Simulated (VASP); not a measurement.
# Ni3Ge (Pm-3m) in VASP: further runs

The runs below take Ni3Ge through relaxation of cell and atoms, with PBEsol.

Everything below comes from runs of VASP 6.6.1. Logs are shortened: lines on timing, memory, paths and dates and some standing lists are left out, and cuts for length are marked.

## Step 1: The cell of the first run

Symmetry: Pm-3m, No. 221, cubic system. The conventional cell has a = 3.530 Å, b = 3.530 Å, c = 3.530 Å, α = 90.00°, β = 90.00°, γ = 90.00°. Ni (site symmetry 4/mmm) has 8 Ni at 2.50 Å and 4 Ge at 2.50 Å within 3.3 Å. Ge (site symmetry m-3m) has 12 Ni at 2.50 Å within 3.3 Å.

## Step 2: Relaxation of cell and atoms, PBEsol

Contents of INCAR:

```
ALGO = Fast
EDIFF = 1E-6
EDIFFG = -0.005
ENCUT = 600
GGA = PS
IBRION = 2
ISIF = 3
ISMEAR = 0
LASPH = T
LCHARG = F
LREAL = F
LWAVE = F
NELM = 80
NSW = 100
PREC = Accurate
SIGMA = 0.1
```

Contents of KPOINTS:

```
k-points
0
Gamma
  12 12 12
```

Contents of POSCAR:

```
Ni3Ge
1.0
    3.5303341067      0.0000000000      0.0000000000
    0.0000000000      3.5303341067      0.0000000000
    0.0000000000      0.0000000000      3.5303341067
Ni Ge
3 1
Direct
    0.5000000000      0.0000000000      0.5000000000
    0.0000000000      0.5000000000      0.5000000000
    0.5000000000      0.5000000000      0.0000000000
    0.0000000000      0.0000000000      0.0000000000
```

Potentials or basis: VASP PAW PBE potentials, release 64 (Ni, Ge_d).

On the command line:

```console
> cat potpaw_PBE.64/Ni/POTCAR potpaw_PBE.64/Ge_d/POTCAR > POTCAR
> mpirun -np 1 vasp_std > vasp.out
```

OUTCAR:

```text
EDIFF = 1E-6
   EDIFFG = -0.005
   ENCUT = 600
   GGA = PS
   IBRION = 2
   ISIF = 3
   ISMEAR = 0
   LASPH = T
   LREAL = F
   NELM = 80
   NSW = 100
   PREC = Accurate

 ion  position               nearest neighbor table
   1  0.500  0.000  0.500-   2 2.50   3 2.50   4 2.50   3 2.50   4 2.50   2 2.50   3 2.50   3 2.50
                             2 2.50   4 2.50   4 2.50   2 2.50
   2  0.000  0.500  0.500-   1 2.50   3 2.50   4 2.50   3 2.50   4 2.50   1 2.50   4 2.50   4 2.50
                             1 2.50   3 2.50   3 2.50   1 2.50
   3  0.500  0.500  0.000-   1 2.50   2 2.50   4 2.50   1 2.50   2 2.50   1 2.50   4 2.50   1 2.50
                             2 2.50   4 2.50   2 2.50   4 2.50
   4  0.000  0.000  0.000-   1 2.50   2 2.50   3 2.50   1 2.50   2 2.50   2 2.50   3 2.50   2 2.50
                             1 2.50   3 2.50   1 2.50   3 2.50

  LATTYP: Found a simple cubic cell.
 ALAT       =     3.5303341067

  Lattice vectors:

 A1 = (   3.5303341067,   0.0000000000,   0.0000000000)
 A2 = (   0.0000000000,   3.5303341067,   0.0000000000)
 A3 = (   0.0000000000,   0.0000000000,   3.5303341067)

Analysis of symmetry for initial positions (statically):
=====================================================================
 Subroutine PRICEL returns:
 Original cell was already a primitive cell.

 Routine SETGRP: Setting up the symmetry group for a
 simple cubic supercell.

 Subroutine GETGRP returns: Found 48 space group operations
 (whereof 48 operations were pure point group operations)
 out of a pool of 48 trial point group operations.

The static configuration has the point symmetry O_h .

Analysis of symmetry for dynamics (positions and initial velocities):
=====================================================================
 Subroutine PRICEL returns:
 Original cell was already a primitive cell.

 Routine SETGRP: Setting up the symmetry group for a
 simple cubic supercell.

 Subroutine GETGRP returns: Found 48 space group operations
 (whereof 48 operations were pure point group operations)
 out of a pool of 48 trial point group operations.

The dynamic configuration has the point symmetry O_h .

 Subroutine INISYM returns: Found 48 space group operations
 (whereof 48 operations are pure point group operations),
 and found     1 'primitive' translations

----------------------------------------------------------------------------------------

                                     Primitive cell

  volume of cell :      43.9995

  direct lattice vectors                    reciprocal lattice vectors
     3.530334107  0.000000000  0.000000000     0.283259309  0.000000000  0.000000000
     0.000000000  3.530334107  0.000000000     0.000000000  0.283259309  0.000000000
     0.000000000  0.000000000  3.530334107     0.000000000  0.000000000  0.283259309

  length of vectors
     3.530334107  3.530334107  3.530334107     0.283259309  0.283259309  0.283259309

  position of ions in fractional coordinates (direct lattice)
     0.500000000  0.000000000  0.500000000
     0.000000000  0.500000000  0.500000000
     0.500000000  0.500000000  0.000000000
     0.000000000  0.000000000  0.000000000

  ion indices of the primitive-cell ions
   primitive index   ion index
                 1           1
                 2           2
                 3           3
                 4           4

----------------------------------------------------------------------------------------

 KPOINTS: k-points

Automatic generation of k-mesh.
 Grid dimensions read from file:
 generate k-points for:   12   12   12

 Generating k-lattice:

  Cartesian coordinates                     Fractional coordinates (reciprocal lattice)
     0.023604942  0.000000000  0.000000000     0.083333333  0.000000000  0.000000000
     0.000000000  0.023604942  0.000000000     0.000000000  0.083333333  0.000000000
     0.000000000  0.000000000  0.023604942     0.000000000  0.000000000  0.083333333

  Length of vectors
     0.023604942  0.023604942  0.023604942

  Shift w.r.t. Gamma in fractional coordinates (k-lattice)
     0.000000000  0.000000000  0.000000000

 Subroutine IBZKPT returns following result:
 ===========================================

 Found     84 irreducible k-points:

 Following reciprocal coordinates:
            Coordinates               Weight
  0.000000  0.000000  0.000000      1.000000
  0.083333  0.000000  0.000000      6.000000
  0.166667  0.000000  0.000000      6.000000
  0.250000  0.000000  0.000000      6.000000
  0.333333  0.000000  0.000000      6.000000
  0.416667  0.000000  0.000000      6.000000
[... 16 lines left out ...]
  0.333333  0.333333  0.000000     12.000000
  0.416667  0.333333  0.000000     24.000000
 [... further k-points ...]
   k-points           NKPTS =     84   k-points in BZ     NKDIM =     84   number of bands    NBANDS=     26
   number of dos      NEDOS =    301   number of ions     NIONS =      4
   total plane-waves  NPLWV =  21952
   dimension x,y,z NGX =    28 NGY =   28 NGZ =   28
   dimension x,y,z NGXF=    56 NGYF=   56 NGZF=   56
   ions per type =               3   1
   NGX,Y,Z   is equivalent  to a cutoff of  13.19, 13.19, 13.19 a.u.
   NGXF,Y,Z  is equivalent  to a cutoff of  26.37, 26.37, 26.37 a.u.
 SYSTEM =  unknown system
   PREC   = accura    normal or accurate (medium, high low for compatibility)
   ISTART =      0    job   : 0-new  1-cont  2-samecut
   ICHARG =      2    charge: 1-file 2-atom 10-const
   ISPIN  =      1    spin polarized calculation?
   LNONCOLLINEAR =      F non collinear calculations
   LSORBIT =      F    spin-orbit coupling
   LASPH  =      T    aspherical Exc in radial PAW
   ENCUT  =  600.0 eV  44.10 Ry    6.64 a.u.   7.05  7.05  7.05*2*pi/ulx,y,z
   NELM   =     80;   NELMIN=  2; NELMDL= -5     # of ELM steps
   EDIFF  = 0.1E-05   stopping-criterion for ELM
   LREAL  =      F    real-space projection
   EDIFFG = -.5E-02   stopping-criterion for IOM
   NSW    =    100    number of steps for IOM
   IBRION =      2    ionic relax: 0-MD 1-quasi-New 2-CG
   NFREE  =      1    steps in history (QN), initial steepest desc. (CG)
   ISIF   =      3    stress and relaxation
   ISYM   =      2    0-nonsym 1-usesym 2-fastsym
   POTIM  = 0.5000    time-step for ionic-motion
   TEBEG  =    0.0;   TEEND  =   0.0 temperature during run
   PSTRESS=    0.0 pullay stress
   NELECT =      44.0000    total number of electrons
   NUPDOWN=      -1.0000    fix difference up-down
   EMIN   =  10.00;   EMAX   =-10.00  energy-range for DOS
   EFERMI =   0.00;   METHOD = LEGACY
   ISMEAR =     0;   SIGMA  =   0.10  broadening in eV -4-tet -1-fermi 0-gaus
   EFERMI_NEDOS =   21; number of points for ismear=-14 and -15
   IALGO  =     68    algorithm
   IMIX   =      4    mixing-type and parameters
     AMIX     =   0.40;   BMIX     =  1.00
     AMIX_MAG =   1.60;   BMIX_MAG =  1.00
  volume/ion in A,a.u.               =      11.00        74.23
  Fermi-wavevector in a.u.,A,eV,Ry     =   1.637105  3.093680 36.465156  2.680113
  Thomas-Fermi vector in A             =   2.728300
   LORBIT       =      0    0 simple, 1 ext, 2 COOP (PROOUT), +10 PAW based schemes
   GGA     = PS    functional components
   LHFCALC =     F    Hartree Fock is set to
   AEXX    =    0.0000 exact exchange contribution
   IVDW    =     0    specifies the selected vdW correction
   LEPSILON=     F    determine dielectric tensor
   LRPA    =     F    only Hartree local field effects (RPA)
 conjugate gradient relaxation of ions
 non-spin polarized calculation
 RMM-DIIS sequential band-by-band and
 Gauss-broadening in eV      SIGMA  =   0.10
  energy-cutoff  :      600.00
  volume of cell :       44.00
 maximum number of plane-waves:      1492
   NGX = 15   NGY = 15   NGZ = 15

--------------------------------------- Ionic step        1  -------------------------------------------

 number of electron      43.9999972 magnetization

 Free energy of the ion-electron system (eV)
  ---------------------------------------------------
  ext. energy  EPLUGINS =         0.00000000
  ---------------------------------------------------
  free energy    TOTEN  =       -24.74428506 eV

  energy without entropy =      -24.73408956  energy(sigma->0) =      -24.73918731

------------------------ aborting loop because EDIFF is reached ----------------------------------------

  FORCE on cell =-STRESS in cart. coord.  units (eV):
  Direction    XX          YY          ZZ          XY          YZ          ZX
  --------------------------------------------------------------------------------------
  -------------------------------------------------------------------------------------
  Total       -0.3367934     -0.3367934     -0.3367934      0.0000000     -0.0000000      0.0000000
  in kB      -12.2638488    -12.2638488    -12.2638488      0.0000000     -0.0000000      0.0000000
  external PRESSURE =     -12.2638488 kB  Pullay stress =       0.0000000 kB
[... 61 lines left out ...]
  energy  without entropy=      -24.7325939008  energy(sigma->0) =      -24.73764777

--------------------------------------- Ionic step        3  -------------------------------------------

 number of electron      43.9999970 magnetization

 Free energy of the ion-electron system (eV)
  ---------------------------------------------------
  ext. energy  EPLUGINS =         0.00000000
  ---------------------------------------------------
  free energy    TOTEN  =       -24.74474159 eV

  energy without entropy =      -24.73458043  energy(sigma->0) =      -24.73966101

 E-fermi :  10.2540     XC(G=0): -13.6740

 val. band max:       10.2419729064   @ k =   0.0833   0.0833   0.0000
 cond. band min:      10.2758306802   @ k =   0.4167   0.4167   0.3333
 fundamental gap:      0.0338577738
 Fermi energy:        10.2540236081

 k-point     1 :       0.0000    0.0000    0.0000
  band No.  band energies     occupation
      1     -14.3326      2.00000
      2     -14.3326      2.00000
      3     -14.3177      2.00000
      4     -14.3177      2.00000
      5     -14.3177      2.00000
      6      -2.3364      2.00000
[... 685 lines left out ...]
     25      14.8698      0.00000
     26      16.4074      0.00000

 [... further k-points ...]
[... 5 lines left out ...]
  --------------------------------------------------------------------------------------
  -------------------------------------------------------------------------------------
  Total       -0.0151262     -0.0151262     -0.0151262      0.0000000     -0.0000000      0.0000000
  in kB       -0.5530206     -0.5530206     -0.5530206      0.0000000     -0.0000000      0.0000000
  external PRESSURE =      -0.5530206 kB  Pullay stress =       0.0000000 kB
[... 19 lines left out ...]
  FREE ENERGIE OF THE ION-ELECTRON SYSTEM (eV)
  ---------------------------------------------------
  free  energy   TOTEN  =       -24.7447415917 eV

  energy  without entropy=      -24.7345804275  energy(sigma->0) =      -24.73966101

 reached required accuracy - stopping structural energy minimisation
```

It took 3.1 min on 1 thread of AMD EPYC 9R14 (Zen 4), shared host; peak memory 0.21 GiB.

Results:

- Free energy: -24.7447 eV
- Relaxed volume: 10.96 Å³/atom
- Relaxed cell: a = 3.526 Å, b = 3.526 Å, c = 3.526 Å, α = 90.00°, β = 90.00°, γ = 90.00°
- Space group after relaxing (to 0.05 Å): Pm-3m (No. 221)
- Energy gained by relaxing: 0.1 meV/atom
- Ionic steps: 3
- Pressure after relaxing: -0.1 GPa
- Band gap on the k mesh: zero (band 22 reaches 10.28 eV, above the bottom of band 23 at 10.05 eV)

Step by step:
```csv
step,energy change (eV),largest force (eV/Å),pressure (GPa),volume (Å³)
1,0.0000,0.0000,-1.23,44.00
2,0.0016,0.0000,1.88,43.47
3,-0.0005,0.0000,-0.06,43.82
```

Final structure:
```xyz
4
Lattice="3.5256 0.0000 0.0000 0.0000 3.5256 0.0000 0.0000 0.0000 3.5256" Properties=species:S:1:pos:R:3 pbc="T T T"
Ni    1.7628    0.0000    1.7628
Ni    0.0000    1.7628    1.7628
Ni    1.7628    1.7628    0.0000
Ge    0.0000    0.0000    0.0000
```

Levels at points of the mesh, in eV from the Fermi level:
```
           k point  band 18  band 19  band 20  band 21  band 22  band 23  band 24  band 25  band 26
(0.00, 0.00, 0.00)    -0.97    -0.59    -0.59    -0.29     0.03     0.03     0.03     4.00     6.91
(0.50, 0.00, 0.00)    -1.31    -1.25    -1.15    -0.54     0.03     3.64     3.64     4.70     5.79
(0.50, 0.50, 0.00)    -1.41    -1.21    -1.11    -0.95    -0.94     0.64     0.64     5.74     6.48
(0.50, 0.50, 0.50)    -1.34    -1.17    -1.17    -0.53    -0.20    -0.20    -0.20     0.71     4.24
```

Caveat: the PAW data sets were made with another functional, which shifts forces and pressure a little. Spin polarisation is off, so any magnetic state and its effect on volume and gap are missing.

## Step 3: Relaxation of cell and atoms, PBEsol, target pressure 15 GPa, at which the enthalpy is minimised

This run uses another cell than the first one, of 10.30 Å³/atom, 0.937 times its volume.

Contents of INCAR:

```
PREC = Accurate
ENCUT = 600
EDIFF = 1E-6
ISMEAR = 0
SIGMA = 0.1
LREAL = F
LASPH = T
NELM = 80
ALGO = Fast
ISIF = 3
LWAVE = F
LCHARG = F
GGA = PS
IBRION = 2
NSW = 70
EDIFFG = -0.008
PSTRESS = 150.0
```

Contents of KPOINTS:

```
Automatic mesh
0
Gamma
  12 12 12
```

Contents of POSCAR:

```
Ni3Ge
1.0
    3.4542699145      0.0000000000      0.0000000000
    0.0000000000      3.4542699145      0.0000000000
    0.0000000000      0.0000000000      3.4542699145
Ni Ge
3 1
Direct
    0.5000000000      0.0000000000      0.5000000000
    0.0000000000      0.5000000000      0.5000000000
    0.5000000000      0.5000000000      0.0000000000
    0.0000000000      0.0000000000      0.0000000000
```

Potentials or basis: VASP PAW PBE potentials, release 64 (Ni, Ge_d).

On the command line:

```console
> cat potpaw_PBE.64/Ni/POTCAR potpaw_PBE.64/Ge_d/POTCAR > POTCAR
> mpirun -np 1 vasp_std > vasp.out
```

OUTCAR:

```text
PREC = Accurate
   ENCUT = 600
   EDIFF = 1E-6
   ISMEAR = 0
   LREAL = F
   LASPH = T
   NELM = 80
   ISIF = 3
   GGA = PS
   IBRION = 2
   NSW = 70
   EDIFFG = -0.008
   PSTRESS = 150.0

 ion  position               nearest neighbor table
   1  0.500  0.000  0.500-   2 2.44   3 2.44   4 2.44   3 2.44   4 2.44   2 2.44   3 2.44   3 2.44
                             2 2.44   4 2.44   4 2.44   2 2.44
   2  0.000  0.500  0.500-   1 2.44   3 2.44   4 2.44   3 2.44   4 2.44   1 2.44   4 2.44   4 2.44
                             1 2.44   3 2.44   3 2.44   1 2.44
   3  0.500  0.500  0.000-   1 2.44   2 2.44   4 2.44   1 2.44   2 2.44   1 2.44   4 2.44   1 2.44
                             2 2.44   4 2.44   2 2.44   4 2.44
   4  0.000  0.000  0.000-   1 2.44   2 2.44   3 2.44   1 2.44   2 2.44   2 2.44   3 2.44   2 2.44
                             1 2.44   3 2.44   1 2.44   3 2.44

  LATTYP: Found a simple cubic cell.
 ALAT       =     3.4542699145

  Lattice vectors:

 A1 = (   3.4542699145,   0.0000000000,   0.0000000000)
 A2 = (   0.0000000000,   3.4542699145,   0.0000000000)
 A3 = (   0.0000000000,   0.0000000000,   3.4542699145)

Analysis of symmetry for initial positions (statically):
[... 186 lines left out ...]
  --------------------------------------------------------------------------------------
  -------------------------------------------------------------------------------------
  Total        3.9760230      3.9760230      3.9760230      0.0000000     -0.0000000      0.0000000
  in kB      154.5577039    154.5577039    154.5577039      0.0000000     -0.0000000      0.0000000
  external PRESSURE =       4.5577039 kB  Pullay stress =     150.0000000 kB
[... 107 lines left out ...]
--------------------------------------- Ionic step        4  -------------------------------------------

 number of electron      43.9999970 magnetization

 Free energy of the ion-electron system (eV)
  ---------------------------------------------------
  ext. energy  EPLUGINS =         0.00000000
  ---------------------------------------------------
  free energy    TOTEN  =       -24.62884046 eV

  energy without entropy =      -24.61905929  energy(sigma->0) =      -24.62394987

 E-fermi :  11.1817     XC(G=0): -14.0387

 val. band max:       11.1737647834   @ k =   0.0833   0.0833   0.0000
 cond. band min:      11.2033819025   @ k =   0.4167   0.4167   0.3333
 fundamental gap:      0.0296171191
 Fermi energy:        11.1816529340

 k-point     1 :       0.0000    0.0000    0.0000
  band No.  band energies     occupation
      1     -13.4650      2.00000
      2     -13.4650      2.00000
      3     -13.4456      2.00000
      4     -13.4456      2.00000
      5     -13.4456      2.00000
      6      -1.9331      2.00000
[... 685 lines left out ...]
     25      16.0744      0.00000
     26      17.7113      0.00000

 [... further k-points ...]

------------------------ aborting loop because EDIFF is reached ----------------------------------------

  FORCE on cell =-STRESS in cart. coord.  units (eV):
  Direction    XX          YY          ZZ          XY          YZ          ZX
  --------------------------------------------------------------------------------------
  -------------------------------------------------------------------------------------
  Total        3.8812367      3.8812367      3.8812367     -0.0000000     -0.0000000      0.0000000
  in kB      150.7032325    150.7032325    150.7032325     -0.0000000     -0.0000000      0.0000000
  external PRESSURE =       0.7032325 kB  Pullay stress =     150.0000000 kB
[... 23 lines left out ...]
  energy  without entropy=      -24.6190592891  energy(sigma->0) =      -24.62394987

  enthalpy is  TOTEN    =       -20.7657149562 eV   P V=        3.8631255043

 reached required accuracy - stopping structural energy minimisation
```

It took 2.6 min on 1 thread of Intel Xeon Platinum 8488C (Sapphire Rapids), shared host; peak memory 0.23 GiB.

Results:

```
Free energy                                            : -24.6288 eV
Relaxed volume                                         : 10.32 Å³/atom
Relaxed cell                                           : a = 3.456 Å, b = 3.456 Å, c = 3.456 Å, α = 90.00°, β = 90.00°, γ = 90.00°
Space group after relaxing (to 0.05 Å)                 : Pm-3m (No. 221)
Energy change on relaxing (the enthalpy is what falls) : -1.1 meV/atom
Ionic steps                                            : 4
Pressure after relaxing                                : 15.1 GPa
Band gap on the k mesh                                 : zero (band 22 reaches 11.22 eV, above the bottom of band 23 at 10.96 eV)
```

Step by step:
| step | energy change (eV) | largest force (eV/Å) | pressure (GPa) | volume (Å³) |
| --- | --- | --- | --- | --- |
| 1 | 0.0000 | 0.0000 | 15.46 | 41.22 |
| 2 | -0.0162 | 0.0000 | 14.21 | 41.39 |
| 3 | -0.0065 | 0.0000 | 14.79 | 41.28 |
| 4 | -0.0044 | 0.0000 | 15.07 | 41.26 |

Final structure:
```
CELL_PARAMETERS angstrom
3.45557 0.00000 0.00000
0.00000 3.45557 0.00000
0.00000 0.00000 3.45557
ATOMIC_POSITIONS crystal
Ni 0.50000 0.00000 0.50000
Ni 0.00000 0.50000 0.50000
Ni 0.50000 0.50000 0.00000
Ge 0.00000 0.00000 0.00000
```

Caveat: the cell is relaxed towards a set pressure, so the enthalpy falls and the energy may rise; the PAW data sets were made with another functional, which shifts forces and pressure a little. Spin polarisation is off, so any magnetic state and its effect on volume and gap are missing.
